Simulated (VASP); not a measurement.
**CsSnI3: single point with PBE**

The system is CsSnI3.

```
Cs Sn I
1.0
     6.34538    0.00000    0.00000
     0.00000    6.34538    0.00000
     0.00000    0.00000    6.34538
Cs Sn I
1 1 3
Cartesian
  0.0000 0.0000 0.0000
  3.1727 3.1727 3.1727
  0.0000 3.1727 3.1727
  3.1727 0.0000 3.1727
  3.1727 3.1727 0.0000
```

This cell differs from its parent crystal: volume scaled by 1.03.

* Program: VASP 6.6.1
* Task: single point
* Functional: PBE
* Potentials or basis: VASP PAW PBE potentials, release 64 (Cs_sv, Sn_d, I)
* Cutoff: 520 eV
* k mesh: 6 × 6 × 6
* Occupations: gaussian, width 0.02 eV
* Spin: no spin polarisation

- Pressure: -0.4 GPa
- Band gap on the k mesh: 0.59 eV, direct

Levels at points of the mesh, in eV from the valence-band top:
```csv
k point,band 19,band 20,band 21,band 22,band 23,band 24,band 25,band 26
"(0.00, 0.00, 0.00)",-1.93,-1.80,-1.80,-1.80,2.47,3.52,3.52,3.86
"(0.50, 0.00, 0.00)",-2.06,-1.90,-1.90,-1.35,1.30,3.91,4.19,4.28
"(0.50, 0.50, 0.00)",-2.20,-2.15,-1.42,-0.67,1.00,1.00,3.99,4.45
"(0.50, 0.50, 0.50)",-1.40,-1.40,-1.40,0.00,0.59,0.59,0.59,3.33
```

It took 5.5 min on 1 thread of Oxide Virtual Turin-like Processor, with other jobs on the host, peak memory 0.38 GiB.

Caveat: spin-orbit coupling is left out, which moves the levels of the heavy elements. A k mesh can miss the band edges.
